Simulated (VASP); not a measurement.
# WC (P-6m2) in VASP: further runs

Runs on WC. Level: PBEsol. Tasks: single point, relaxation of cell and atoms.

Program: VASP 6.6.1. These are calculated values, not measurements. Logs are shortened: lines on timing, memory, paths and dates and some standing lists are left out, and cuts for length are marked.

**1. The cell of the first run**

Symmetry: P-6m2, No. 187, hexagonal system. Conventional cell: a = 2.899 Å, b = 2.899 Å, c = 2.827 Å, α = 90.00°, β = 90.00°, γ = 120.00°. Within 2.9 Å of W (site symmetry -6m2) lie 6 C at 2.19 Å and 8 W at 2.83 to 2.90 Å. C (site symmetry -6m2) has 6 W at 2.19 Å and 8 C at 2.83 to 2.90 Å within 2.9 Å.

**2. Single point, PBEsol**

INCAR reads:

```
PREC = Accurate ; ENCUT = 520
EDIFF = 1E-6 ; ISMEAR = 0
SIGMA = 0.1 ; LREAL = F
LASPH = T ; NELM = 60
ALGO = Normal ; ISIF = 2
LWAVE = F ; LCHARG = F
GGA = PS ; NBANDS = 16
```

KPOINTS reads:

```
Automatic mesh
0
Gamma
  15 15 15
```

POSCAR reads:

```
WC
1.0
    2.8987463378      0.0000000000      0.0000000000
   -1.4493731689      2.5103879677      0.0000000000
    0.0000000000      0.0000000000      2.8268408470
W C
1 1
Direct
    0.0000000000      0.0000000000      0.0000000000
    0.3333333333      0.6666666667      0.5000000000
```

Potentials or basis: VASP PAW PBE potentials, release 64 (W_sv, C).

The run is started by

```console
$ cat potpaw_PBE.64/W_sv/POTCAR potpaw_PBE.64/C/POTCAR > POTCAR
$ mpirun -np 1 vasp_std > vasp.out
```

OUTCAR:

```text
PREC = Accurate
   ENCUT = 520
   EDIFF = 1E-6
   ISMEAR = 0
   LREAL = F
   LASPH = T
   NELM = 60
   ISIF = 2
   GGA = PS

 ion  position               nearest neighbor table
   1  0.000  0.000  0.000-   2 2.19   2 2.19   2 2.19   2 2.19   2 2.19   2 2.19
   2  0.333  0.667  0.500-   1 2.19   1 2.19   1 2.19   1 2.19   1 2.19   1 2.19

  LATTYP: Found a hexagonal cell.
 ALAT       =     2.8987463378
 C/A-ratio  =     0.9751942797

  Lattice vectors:

 A1 = (   2.8987463378,   0.0000000000,   0.0000000000)
 A2 = (  -1.4493731689,   2.5103879677,   0.0000000000)
 A3 = (   0.0000000000,   0.0000000000,   2.8268408470)

Analysis of symmetry for initial positions (statically):
=====================================================================
 Subroutine PRICEL returns:
 Original cell was already a primitive cell.

 Routine SETGRP: Setting up the symmetry group for a
 hexagonal supercell.

 Subroutine GETGRP returns: Found 12 space group operations
 (whereof 12 operations were pure point group operations)
 out of a pool of 24 trial point group operations.

The static configuration has the point symmetry D_3h.

Analysis of symmetry for dynamics (positions and initial velocities):
=====================================================================
 Subroutine PRICEL returns:
 Original cell was already a primitive cell.

 Routine SETGRP: Setting up the symmetry group for a
 hexagonal supercell.

 Subroutine GETGRP returns: Found 12 space group operations
 (whereof 12 operations were pure point group operations)
 out of a pool of 24 trial point group operations.

The dynamic configuration has the point symmetry D_3h.

 Subroutine INISYM returns: Found 12 space group operations
 (whereof 12 operations are pure point group operations),
 and found     1 'primitive' translations

----------------------------------------------------------------------------------------

                                     Primitive cell

  volume of cell :      20.5709

[... 75 lines left out ...]
   ions per type =               1   1
   NGX,Y,Z   is equivalent  to a cutoff of  13.76, 13.76, 14.11 a.u.
   NGXF,Y,Z  is equivalent  to a cutoff of  27.53, 27.53, 28.23 a.u.
 SYSTEM =  unknown system
   PREC   = accura    normal or accurate (medium, high low for compatibility)
   ISTART =      0    job   : 0-new  1-cont  2-samecut
   ICHARG =      2    charge: 1-file 2-atom 10-const
   ISPIN  =      1    spin polarized calculation?
   LNONCOLLINEAR =      F non collinear calculations
   LSORBIT =      F    spin-orbit coupling
   LASPH  =      T    aspherical Exc in radial PAW
   ENCUT  =  520.0 eV  38.22 Ry    6.18 a.u.   5.39  5.39  5.26*2*pi/ulx,y,z
   NELM   =     60;   NELMIN=  2; NELMDL= -5     # of ELM steps
   EDIFF  = 0.1E-05   stopping-criterion for ELM
   LREAL  =      F    real-space projection
   EDIFFG = 0.1E-04   stopping-criterion for IOM
   NSW    =      0    number of steps for IOM
   IBRION =     -1    ionic relax: 0-MD 1-quasi-New 2-CG
   NFREE  =      0    steps in history (QN), initial steepest desc. (CG)
   ISIF   =      2    stress and relaxation
   ISYM   =      2    0-nonsym 1-usesym 2-fastsym
   POTIM  = 0.5000    time-step for ionic-motion
   TEBEG  =    0.0;   TEEND  =   0.0 temperature during run
   PSTRESS=    0.0 pullay stress
   NELECT =      18.0000    total number of electrons
   NUPDOWN=      -1.0000    fix difference up-down
   EMIN   =  10.00;   EMAX   =-10.00  energy-range for DOS
   EFERMI =   0.00;   METHOD = LEGACY
   ISMEAR =     0;   SIGMA  =   0.10  broadening in eV -4-tet -1-fermi 0-gaus
   EFERMI_NEDOS =   21; number of points for ismear=-14 and -15
   IALGO  =     38    algorithm
   IMIX   =      4    mixing-type and parameters
     AMIX     =   0.40;   BMIX     =  1.00
     AMIX_MAG =   1.60;   BMIX_MAG =  1.00
  volume/ion in A,a.u.               =      10.29        69.41
  Fermi-wavevector in a.u.,A,eV,Ry     =   1.565843  2.959014 33.359636  2.451864
  Thomas-Fermi vector in A             =   2.668259
   LORBIT       =      0    0 simple, 1 ext, 2 COOP (PROOUT), +10 PAW based schemes
   GGA     = PS    functional components
   LHFCALC =     F    Hartree Fock is set to
   AEXX    =    0.0000 exact exchange contribution
   IVDW    =     0    specifies the selected vdW correction
   LEPSILON=     F    determine dielectric tensor
   LRPA    =     F    only Hartree local field effects (RPA)
 non-spin polarized calculation
 Gauss-broadening in eV      SIGMA  =   0.10
  energy-cutoff  :      520.00
  volume of cell :       20.57
 maximum number of plane-waves:       575
 NGX is ok and might be reduce to    24
   NGX = 11   NGY = 11   NGZ = 11

 number of electron      18.0000001 magnetization

 Free energy of the ion-electron system (eV)
  ---------------------------------------------------
  ext. energy  EPLUGINS =         0.00000000
  ---------------------------------------------------
  free energy    TOTEN  =       -23.90062584 eV

  energy without entropy =      -23.89908845  energy(sigma->0) =      -23.89985715

 E-fermi :  11.0291     XC(G=0): -13.9761

 val. band max:       11.0233958274   @ k =   0.3333   0.3333   0.0667
 cond. band min:      11.0436729458   @ k =   0.1333  -0.0000   0.4667
 fundamental gap:      0.0202771184
 Fermi energy:        11.0291096801

 k-point     1 :       0.0000    0.0000    0.0000
  band No.  band energies     occupation
      1     -62.8557      2.00000
      2     -26.8404      2.00000
      3     -26.7377      2.00000
      4     -26.7377      2.00000
      5      -3.4377      2.00000
      6       6.6791      2.00000
[... 433 lines left out ...]
      3     -27.1225      2.00000
      4     -26.7154      2.00000
      5       0.4504      2.00000
      6       4.2181      2.00000
[... 8 lines left out ...]
     15      25.6060      0.00000
     16      28.4295      0.00000

 [... further k-points ...]
[... 5 lines left out ...]
  --------------------------------------------------------------------------------------
  -------------------------------------------------------------------------------------
  Total        0.1471843      0.1471843      0.1919850      0.0000000      0.0000000      0.0000000
  in kB       11.4635658     11.4635658     14.9529034      0.0000000      0.0000000      0.0000000
  external PRESSURE =      12.6266783 kB  Pullay stress =       0.0000000 kB

 VOLUME and BASIS-vectors are now :
 -----------------------------------------------------------------------------
  energy-cutoff  :      520.00
  volume of cell :       20.57
      direct lattice vectors                 reciprocal lattice vectors
     2.898746338  0.000000000  0.000000000     0.344976719  0.199172401  0.000000000
    -1.449373169  2.510387968  0.000000000     0.000000000  0.398344803  0.000000000
     0.000000000  0.000000000  2.826840847     0.000000000  0.000000000  0.353751787

 POSITION                                       TOTAL-FORCE (eV/Angst)
 -----------------------------------------------------------------------------------
      0.00000      0.00000      0.00000        -0.000000      0.000000      0.000000
     -0.00000      1.67359      1.41342         0.000000      0.000000      0.000000
 -----------------------------------------------------------------------------------
    total drift:                               -0.000000      0.000000     -0.000000

  FREE ENERGIE OF THE ION-ELECTRON SYSTEM (eV)
  ---------------------------------------------------
  free  energy   TOTEN  =       -23.9006258380 eV

  energy  without entropy=      -23.8990884549  energy(sigma->0) =      -23.89985715
```

stdout:

```text
POSCAR found type information on POSCAR W C
 POSCAR found :  2 types and       2 ions
 scaLAPACK will be used
 -----------------------------------------------------------------------------
|                                                                             |
|                                                                             |
|     You enforced a specific xc type in the INCAR file but a different       |
|     I HOPE YOU KNOW WHAT YOU ARE DOING!                                     |
|                                                                             |
 -----------------------------------------------------------------------------

 LDA part: xc-table for (Slater+PW92), standard interpolation
 POSCAR, INCAR and KPOINTS ok, starting setup
 FFT: planning ... GRIDC
 FFT: planning ... GRID_SOFT
 FFT: planning ... GRID
 WAVECAR not read
 entering main loop
```

It took 26 s on 1 thread of Intel Xeon 6975P-C (Granite Rapids), shared host; peak memory 0.19 GiB.

What came out:

```yaml
Free_energy: -23.9006 eV
Pressure: 1.3 GPa
Band_gap_on_the_k_mesh: zero (bands 9 and 10 overlap by 1.20 eV)
```

Levels at points of the mesh, in eV from the Fermi level:
```tsv
k point	band 5	band 6	band 7	band 8	band 9	band 10	band 11	band 12	band 13	band 14
(0.00, 0.00, 0.00)	-14.47	-4.35	-3.34	-3.34	0.16	3.30	3.30	5.74	5.74	6.49
```

Caveat: the PAW data sets were made with another functional, which shifts forces and pressure a little; spin-orbit coupling is left out, which moves the levels of the heavy elements.

**3. Relaxation of cell and atoms, PBEsol**

This run uses another cell than the first one, of 10.37 Å³/atom.

INCAR reads:

```
PREC     = Accurate       # precision mode
ENCUT    = 600            # plane-wave cutoff, eV
EDIFF    = 1E-6           # SCF threshold, eV
ISMEAR   = 0              # smearing method
SIGMA    = 0.1            # smearing width, eV
LREAL    = F              # projectors in reciprocal space
LASPH    = T              # aspherical terms in the spheres
NELM     = 100            # most SCF steps
ALGO     = Normal         # electronic algorithm
ISIF     = 3              # what is computed and relaxed
LWAVE    = F              # write WAVECAR
LCHARG   = F              # write CHGCAR
GGA      = PS             # functional
IBRION   = 2              # ionic algorithm
NSW      = 80             # ionic steps
EDIFFG   = -0.003         # ionic threshold
```

KPOINTS is that of step 2.

POSCAR reads:

```
WC
1.0
    2.9060000000      0.0000000000      0.0000000000
   -1.4530000000      2.5166698200      0.0000000000
    0.0000000000      0.0000000000      2.8370000000
W C
1 1
Direct
    0.0000000000      0.0000000000      0.0000000000
    0.3333333333      0.6666666667      0.5000000000
```

Potentials or basis: VASP PAW PBE potentials, release 64 (W_sv, C).

The run is started by

```console
$ cat potpaw_PBE.64/W_sv/POTCAR potpaw_PBE.64/C/POTCAR > POTCAR
$ mpirun -np 1 vasp_std > vasp.out
```

Wall time 51 s (1 thread of Intel Xeon 6975P-C (Granite Rapids), shared host); peak memory 0.21 GiB.

Results (log left out):

```
Free energy                           : -23.9017 eV
Relaxed volume                        : 10.32 Å³/atom
Relaxed cell                          : a = 2.901 Å, b = 2.901 Å, c = 2.830 Å, α = 90.00°, β = 90.00°, γ = 120.00°
Space group after relaxing (to 0.1 Å) : P-6m2 (No. 187)
Energy gained by relaxing             : 0.5 meV/atom
Ionic steps                           : 3
Pressure after relaxing               : 0.0 GPa
Band gap on the k mesh                : zero (bands 9 and 10 overlap by 1.19 eV)
```

The path:
| step | energy change (eV) | largest force (eV/Å) | pressure (GPa) | volume (Å³) |
| --- | --- | --- | --- | --- |
| 1 | 0.0000 | 0.0000 | -2.34 | 20.75 |
| 2 | 0.0066 | 0.0000 | 7.07 | 20.30 |
| 3 | -0.0009 | 0.0000 | -0.01 | 20.63 |

Final structure:
```xyz
2
Lattice="2.9013 0.0000 0.0000 -1.4506 2.5126 0.0000 0.0000 0.0000 2.8301" Properties=species:S:1:pos:R:3 pbc="T T T"
W     0.0000    0.0000    2.8301
C     0.0000    1.6751    1.4150
```

Levels at points of the mesh, in eV from the Fermi level:
| k point | band 7 | band 8 | band 9 | band 10 | band 11 | band 12 |
| --- | --- | --- | --- | --- | --- | --- |
| (0.00, 0.00, 0.00) | -3.33 | -3.33 | 0.15 | 3.28 | 3.28 | 5.72 |

Caveat: the PAW data sets were made with another functional, which shifts forces and pressure a little; spin-orbit coupling is left out, which moves the levels of the heavy elements.

The gap in the log of VASP goes by the Fermi energy; the results here count the filled bands.